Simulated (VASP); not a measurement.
# O (P2/c) in VASP: a series of runs, part 3 of 3

VASP 6.6.1. Earlier steps stand in the parts before.

### Step 6. Single point, r2SCAN (epitaxial xy strain -3.3%)

File POSCAR:

```
O
1.0
    3.9072404912      0.0000000000     -0.0519853315
    0.0000000000      3.8916895765      0.0000000000
   -1.0290374351      0.0000000000      2.8380609406
O
4
Direct
    0.3354368573      0.6886925032      0.6746050231
    0.6645631427      0.6886925032      0.8253949769
    0.6645631427      0.3113074968      0.3253949769
    0.3354368573      0.3113074968      0.1746050231
```

File INCAR.step1:

```
PREC = Accurate
ENCUT = 520
ISMEAR = 0
SIGMA = 0.01
LREAL = F
LASPH = T
NELM = 60
NBANDS = 20
GGA = PE
ALGO = Normal
EDIFF = 1E-4
LWAVE = T
LCHARG = F
```

File INCAR.step2:

```
PREC = Accurate
ENCUT = 520
EDIFF = 1E-6
ISMEAR = 0
SIGMA = 0.01
LREAL = F
LASPH = T
NELM = 60
ALGO = Normal
ISIF = 2
LWAVE = F
LCHARG = T
METAGGA = R2SCAN
LMIXTAU = T
LELF = T
LVHAR = T
NBANDS = 20
ISTART = 1
```

File KPOINTS:

```
regular mesh
0
Gamma
  8 6 10
```

Potentials or basis: VASP PAW PBE potentials, release 64 (O).

The run is started by

```bash
> cat potpaw_PBE.64/O/POTCAR > POTCAR
> cp INCAR.step1 INCAR
> mpirun -np 1 vasp_std > vasp.out
> cp INCAR.step2 INCAR
> mpirun -np 1 vasp_std > vasp.out
```

OUTCAR:

```text
PREC = Accurate
   ENCUT = 520
   EDIFF = 1E-6
   ISMEAR = 0
   LREAL = F
   LASPH = T
   NELM = 60
   ISIF = 2
   METAGGA = R2SCAN
   ISTART = 1

 ion  position               nearest neighbor table
   1  0.335  0.689  0.675-   2 1.20
   2  0.665  0.689  0.825-   1 1.20
   3  0.665  0.311  0.325-   4 1.20
   4  0.335  0.311  0.175-   3 1.20

  LATTYP: Found a simple monoclinic cell.
 ALAT       =     3.0188587157
 B/A-ratio  =     1.2891261046
 C/A-ratio  =     1.2943919120
 COS(beta)  =    -0.3533464668

  Lattice vectors:

 A1 = (  -1.0290374351,   0.0000000000,   2.8380609406)
 A2 = (   0.0000000000,  -3.8916895765,   0.0000000000)
 A3 = (   3.9072404912,   0.0000000000,  -0.0519853315)

Analysis of symmetry for initial positions (statically):
=====================================================================
 Subroutine PRICEL returns:
 Original cell was already a primitive cell.

 Routine SETGRP: Setting up the symmetry group for a
 simple monoclinic supercell.

 Subroutine GETGRP returns: Found  4 space group operations
 (whereof  2 operations were pure point group operations)
 out of a pool of  4 trial point group operations.

The static configuration has the point symmetry S_2 .
 The point group associated with its full space group is C_2h.

Analysis of symmetry for dynamics (positions and initial velocities):
=====================================================================
 Subroutine PRICEL returns:
 Original cell was already a primitive cell.

 Routine SETGRP: Setting up the symmetry group for a
 simple monoclinic supercell.

 Subroutine GETGRP returns: Found  4 space group operations
 (whereof  2 operations were pure point group operations)
 out of a pool of  4 trial point group operations.
[... 120 lines left out ...]
   EFERMI =   0.00;   METHOD = LEGACY
   ISMEAR =     0;   SIGMA  =   0.01  broadening in eV -4-tet -1-fermi 0-gaus
   EFERMI_NEDOS =   21; number of points for ismear=-14 and -15
   IALGO  =     38    algorithm
   IMIX   =      4    mixing-type and parameters
     AMIX     =   0.40;   BMIX     =  1.00
     AMIX_MAG =   1.60;   BMIX_MAG =  1.00
  volume/ion in A,a.u.               =      10.74        72.45
  Fermi-wavevector in a.u.,A,eV,Ry     =   1.348451  2.548204 24.739760  1.818321
  Thomas-Fermi vector in A             =   2.476119
   LORBIT       =      0    0 simple, 1 ext, 2 COOP (PROOUT), +10 PAW based schemes
   METAGGA = R2SCAN    functional components
   LHFCALC =     F    Hartree Fock is set to
   AEXX    =    0.0000 exact exchange contribution
   IVDW    =     0    specifies the selected vdW correction
   LEPSILON=     F    determine dielectric tensor
   LRPA    =     F    only Hartree local field effects (RPA)
 non-spin polarized calculation
 Gauss-broadening in eV      SIGMA  =   0.01
  energy-cutoff  :      520.00
  volume of cell :       42.95
 maximum number of plane-waves:      1178
 NGX is ok and might be reduce to    30
   NGX = 15   NGY = 15   NGZ = 11

 number of electron      23.9999986 magnetization

 Free energy of the ion-electron system (eV)
  ---------------------------------------------------
  ext. energy  EPLUGINS =         0.00000000
  ---------------------------------------------------
  free energy    TOTEN  =       -23.12780295 eV

  energy without entropy =      -23.12780295  energy(sigma->0) =      -23.12780295

 E-fermi :   0.1919     XC(G=0): -10.1892

 val. band max:        0.1501608784   @ k =   0.0000   0.5000   0.0000
 cond. band min:       0.9374071271   @ k =   0.5000   0.5000   0.0000
 fundamental gap:      0.7872462487
 Fermi energy:         0.1918518501

 k-point     1 :       0.0000    0.0000    0.0000
  band No.  band energies     occupation
      1     -28.9456      2.00000
      2     -27.0949      2.00000
      3     -15.3106      2.00000
      4     -13.0753      2.00000
      5      -9.2142      2.00000
      6      -8.3064      2.00000
[... 541 lines left out ...]
     19      14.5027      0.00000
     20      19.6826      0.00000

 [... further k-points ...]

------------------------ aborting loop because EDIFF is reached ----------------------------------------

  FORCE on cell =-STRESS in cart. coord.  units (eV):
  Direction    XX          YY          ZZ          XY          YZ          ZX
  --------------------------------------------------------------------------------------
  -------------------------------------------------------------------------------------
  Total        3.6803020      0.4813418      0.6216076      0.0000000      0.0000000      1.1641731
  in kB      137.2979839     17.9570213     23.1898018      0.0000000      0.0000000     43.4308440
  external PRESSURE =      59.4816023 kB  Pullay stress =       0.0000000 kB

 VOLUME and BASIS-vectors are now :
 -----------------------------------------------------------------------------
  energy-cutoff  :      520.00
  volume of cell :       42.95
      direct lattice vectors                 reciprocal lattice vectors
     3.907240491  0.000000000 -0.051985332     0.257175756  0.000000000  0.093247991
     0.000000000  3.891689577  0.000000000     0.000000000  0.256957802  0.000000000
    -1.029037435  0.000000000  2.838060941     0.004710740  0.000000000  0.354061294

 POSITION                                       TOTAL-FORCE (eV/Angst)
 -----------------------------------------------------------------------------------
      0.61644      2.68018      1.89713        -1.371882     -0.007435     -0.497916
      1.74725      2.68018      2.30797         1.371882     -0.007435      0.497916
      2.26176      1.21151      0.88894         1.371882      0.007435      0.497916
      1.13096      1.21151      0.47810        -1.371882      0.007435     -0.497916
 -----------------------------------------------------------------------------------
    total drift:                                0.000000      0.000000     -0.000000

  FREE ENERGIE OF THE ION-ELECTRON SYSTEM (eV)
  ---------------------------------------------------
  free  energy   TOTEN  =       -23.1278029511 eV

  energy  without entropy=      -23.1278029511  energy(sigma->0) =      -23.12780295
```

OUTCAR.step1:

```text
PREC = Accurate
   ENCUT = 520
   ISMEAR = 0
   LREAL = F
[... 786 lines left out ...]
      0.61644      2.68018      1.89713        -1.896613      0.072226     -0.689606
      1.74725      2.68018      2.30797         1.896613      0.072226      0.689606
      2.26176      1.21151      0.88894         1.896613     -0.072226      0.689606
      1.13096      1.21151      0.47810        -1.896613     -0.072226     -0.689606
 -----------------------------------------------------------------------------------
    total drift:                                0.000000      0.000000     -0.000000

  FREE ENERGIE OF THE ION-ELECTRON SYSTEM (eV)
  ---------------------------------------------------
  free  energy   TOTEN  =       -19.6150060041 eV

  energy  without entropy=      -19.6150060041  energy(sigma->0) =      -19.61500600
```

Wall time 8.3 min (1 thread of Intel Xeon 8259CL, shared host); peak memory 0.23 GiB.

Results:

| Item | Value |
| --- | --- |
| Free energy | -23.1278 eV |
| Pressure | 5.9 GPa |
| Largest force | 1.459 eV/Å |
| Band gap on the k mesh | 0.79 eV (least direct gap 0.92 eV) |

Forces in eV/Å, atoms in the order of the input:
```
O   -1.372 -0.007 -0.498
O    1.372 -0.007  0.498
O    1.372  0.007  0.498
O   -1.372  0.007 -0.498
```

Stress tensor (GPa, compression positive):
```
13.73  0.00  4.34
 0.00  1.80  0.00
 4.34  0.00  2.32
```

Levels at points of the mesh, in eV from the valence-band top:
```tsv
k point	band 9	band 10	band 11	band 12	band 13	band 14	band 15	band 16
(0.00, 0.00, 0.00)	-4.94	-4.89	-0.74	-0.65	1.90	1.94	10.10	12.18
(0.50, 0.00, 0.00)	-5.04	-5.02	-1.26	-0.29	1.97	2.17	7.85	10.94
(0.00, 0.50, 0.00)	-5.50	-5.26	-0.54	0.00	1.12	1.66	11.30	12.23
(0.50, 0.50, 0.00)	-5.54	-5.37	-0.19	-0.13	0.79	1.95	8.77	10.16
(0.00, 0.00, 0.50)	-5.39	-5.39	-0.98	-0.98	1.66	1.66	10.83	10.83
(0.50, 0.00, 0.50)	-5.37	-5.37	-1.04	-1.04	1.62	1.62	10.58	10.58
(0.00, 0.50, 0.50)	-4.57	-4.57	-1.59	-1.59	2.36	2.36	10.91	10.91
(0.50, 0.50, 0.50)	-4.57	-4.57	-1.68	-1.68	2.35	2.35	10.70	10.70
```

Caveat: the cell differs from its parent crystal (epitaxial xy strain -3.3%); the standard files for N, O and F lose accuracy on very short bonds; spin is off for a triplet molecule; the cell stands under pressure; the PAW data sets were made with another functional, which shifts forces and pressure a little.

### Step 7. The runs side by side

| level | cell | smearing | gap on the mesh (eV) | pressure (GPa) | largest force (eV/Å) |
| --- | --- | --- | --- | --- | --- |
| PBE | a = 3.908, b = 3.892, c = 3.019 Å, angles 90.0, 110.7, 90.0°, 4 atoms, atomic positions A | fermi-dirac 0.02 eV | 0.72 | 11.0 | 2.02 |
| PBE | a = 4.003, b = 3.987, c = 2.958 Å, angles 90.0, 111.6, 90.0°, 4 atoms, atomic positions B | fermi-dirac 0.02 eV | 0.90 | 10.6 | 2.03 |
| PBE | a = 4.043, b = 4.026, c = 2.988 Å, angles 90.0, 111.6, 90.0°, 4 atoms, atomic positions C | fermi-dirac 0.02 eV | 0.91 | 9.5 | 2.03 |
| PBE | a = 4.069, b = 4.026, c = 2.990 Å, angles 90.0, 111.7, 90.0°, 4 atoms, atomic positions C | fermi-dirac 0.02 eV | 0.91 | 9.3 | 2.03 |
| r2SCAN | a = 3.908, b = 3.892, c = 3.019 Å, angles 90.0, 110.7, 90.0°, 4 atoms, atomic positions A | gaussian 0.01 eV | 0.79 | 5.9 | 1.46 |

Alike in all rows: task single point; potentials or basis VASP PAW PBE potentials, release 64 (O); no spin polarisation; k mesh 8 × 6 × 10; cutoff (eV) 520.

Caveats: the standard files for N, O and F lose accuracy on very short bonds; spin is off for a triplet molecule; the cell stands under pressure; this functional lacks dispersion, which holds the molecules together, so the pressure and a relaxed volume are unreliable (at least some runs); forces of over 1 eV/Å act on the atoms, so gaps and moduli don't describe the material at rest (at least some runs); the PAW data sets were made with another functional, which shifts forces and pressure a little (at least some runs).

Total energies depend on the potentials used, so only differences within one code and one set of settings carry meaning.
